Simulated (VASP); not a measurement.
A run of VASP 6.6.1:

INCAR

```
PREC = Accurate
ENCUT = 700
EDIFF = 1E-6
ISMEAR = -1
SIGMA = 0.05
LREAL = F
LASPH = T
NELM = 200
ALGO = Normal
ISIF = 2
LWAVE = F
LCHARG = T
ISPIN = 2
MAGMOM = 1.71 0
LORBIT = 11
LMAXMIX = 4
GGA = PE
LELF = T
LVHAR = T
NBANDS = 22
GGA_COMPAT = F
```

KPOINTS

```
Automatic mesh
0
Gamma
  11 11 10
```

POSCAR

```
CoO
1.0
    2.8562992300      0.0000000000      0.0000000000
   -1.4281496100      2.4736276900      0.0000000000
    0.0000000000      0.0000000000      2.7876065300
Co O
1 1
Direct
    0.0000000000      0.0000000000      0.0000000000
    0.6666666667      0.3333333333      0.5000000000
```

Potentials or basis: VASP PAW PBE potentials, release 64 (Co_sv, O).

Launch:

```bash
$ cat potpaw_PBE.64/Co_sv/POTCAR potpaw_PBE.64/O/POTCAR > POTCAR
$ mpirun -np 1 vasp_std > vasp.out
```

Hardware: 1 thread of Intel(R) Xeon(R) 6975P-C (Granite Rapids), with other jobs on the host.

Task: Estimate the wall time of this run.

Result: Wall time 110 s on 1 thread of Intel(R) Xeon(R) 6975P-C (Granite Rapids), on a shared host, peak memory 0.23 GiB. Counts: scf iterations 16, k points 96.
